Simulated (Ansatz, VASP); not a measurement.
**One calculation of Sc5Mo, two programs**

```
Sc Mo
1.0
     6.66326    0.00000    0.00000
     0.00000    6.66326    0.00000
     0.00000    0.00000    5.04371
Sc Mo
5 1
Cartesian
  4.9186 4.9186 0.0000
  1.7446 1.7446 0.0000
  1.7446 4.9186 0.0000
  4.9186 1.7446 0.0000
  0.0000 0.0000 2.5219
  0.0000 0.0000 0.0000
```

Alike in both runs: functional PBE; k mesh 6 × 6 × 8; occupations gaussian, width 0.1 eV; no spin polarisation.

Ansatz relaxed the structure, and its values are those at the end. VASP's run is a single point on that final structure, the one shown.

```csv
,VASP,Ansatz
version,VASP 6.6.1,Ansatz 0.2.0
potentials or method,"VASP PAW PBE potentials, release 64 (Sc_sv, Mo_sv), cutoff 520 eV","scalar-relativistic, plane waves, PAW"
valence electrons in the cell,69,69
```

|  | VASP | Ansatz | Ansatz less VASP |
| --- | --- | --- | --- |
| gap on the k mesh at the Fermi level (eV) | none | none | - |
| pressure (GPa) | 0.1 | 0.0 | -0.14 |
| rms of the force components (eV/Å) | 0.026 | 0.000 | -0.0258 |

A gap of «none» marks a metal or a gap that the smearing closes.
